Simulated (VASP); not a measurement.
Set up this calculation in VASP 6.6.1, as the native input.

| Quantity | Value |
| --- | --- |
| Task | relaxation of cell and atoms |
| Functional | PBEsol |
| Potentials or basis | VASP PAW PBE potentials, release 64 (Mg) |
| Cutoff | 600 eV |
| k mesh | 9 × 9 × 5 |
| Occupations | fermi-dirac, width 0.1 eV |
| Spin | no spin polarisation |
| Dipole correction | no |
| Further INCAR settings | ALGO = Normal; EDIFF = 1e-07; IBRION = 2; EDIFFG = -0.01; NSW = 80; ISIF = 3 |

The structure of Mg lies in POSCAR:

```
Mg
1.0
    3.2093000000      0.0000000000      0.0000000000
   -1.6046500000      2.7793353300      0.0000000000
    0.0000000000      0.0000000000      5.2103000000
Mg
2
Direct
    0.3333333333      0.6666666667      0.2500000000
    0.6666666667      0.3333333333      0.7500000000
```

One way to write it, as run:

INCAR

```
PREC     = Accurate       # precision mode
ENCUT    = 600            # plane-wave cutoff, eV
EDIFF    = 1E-7           # SCF threshold, eV
ISMEAR   = -1             # smearing method
SIGMA    = 0.1            # smearing width, eV
LREAL    = F              # projectors in reciprocal space
LASPH    = T              # aspherical terms in the spheres
NELM     = 120            # most SCF steps
ALGO     = Normal         # electronic algorithm
ISIF     = 3              # what is computed and relaxed
LWAVE    = F              # write WAVECAR
LCHARG   = F              # write CHGCAR
GGA      = PS             # functional
IBRION   = 2              # ionic algorithm
NSW      = 80             # ionic steps
EDIFFG   = -0.01          # ionic threshold
GGA_COMPAT= F            
NELMIN   = 4
```

KPOINTS

```
Automatic mesh
0
Gamma
  9 9 5
```

Potentials or basis: VASP PAW PBE potentials, release 64 (Mg).

Launch:

```console
$ cat potpaw_PBE.64/Mg/POTCAR > POTCAR
$ mpirun -np 1 vasp_std > vasp.out
```

It gave:

```yaml
Relaxed_volume: 22.50 Å³/atom
Relaxed_cell: a = 3.175 Å, b = 3.175 Å, c = 5.155 Å, α = 90.00°, β = 90.00°, γ = 120.00°
Space_group_after_relaxing_to_0.05_Å: P6_3/mmc (No. 194)
Energy_gained_by_relaxing: 2.7 meV/atom
Ionic_steps: 3
Pressure_after_relaxing: 0.0 GPa
Band_gap_on_the_k_mesh: zero (band 2 reaches 3.68 eV, above the bottom of band 3 at 1.46 eV)
```

Caveat: the PAW data sets were made with another functional, which shifts forces and pressure a little.

It took 18 s on 1 thread of Intel(R) Xeon(R) Platinum 8375C CPU @ 2.90GHz (Ice Lake) (shared host), peak memory 0.19 GiB.
